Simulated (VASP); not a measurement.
A run of VASP 6.6.1 is set up as follows.

INCAR

```
SYSTEM = GdB
PREC = Accurate ; ENCUT = 520
EDIFF = 1E-7 ; ISMEAR = 0
SIGMA = 0.1 ; LREAL = .False.
LASPH = .True. ; NELM = 150
ALGO = Normal ; ISIF = 2
LWAVE = .False. ; LCHARG = .False.
ISPIN = 2 ; MAGMOM = 7 0
LORBIT = 11 ; LMAXMIX = 6
GGA = PE ; NBANDS = 22
```

File KPOINTS:

```
regular mesh
0
Gamma
  6 6 6
  0 0 0
```

Contents of POSCAR:

```
GdB
1.0
    3.3026609300      0.0000000000      0.0000000000
    0.0000000000      3.3026609300      0.0000000000
    0.0000000000      0.0000000000      3.3026609300
Gd B
1 1
Direct
    0.5000000000      0.5000000000      0.5000000000
    0.0000000000      0.0000000000      0.0000000000
```

Potentials or basis: VASP PAW PBE potentials, release 64 (Gd, B).

Command:

```console
$ cat potpaw_PBE.64/Gd/POTCAR potpaw_PBE.64/B/POTCAR > POTCAR
$ mpirun -np 1 vasp_std > vasp.out
```

(1) Estimate the net moment.

(2) Predict the pressure.

(3) What does it give for the site moments?

Answers

(1) 6.94 μB per cell.

(2) -4.4 GPa.

(3) Gd +6.79; B -0.09 μB.

Caveat: a cell with one magnetic atom can't hold antiferromagnetic order, which such compounds often take.
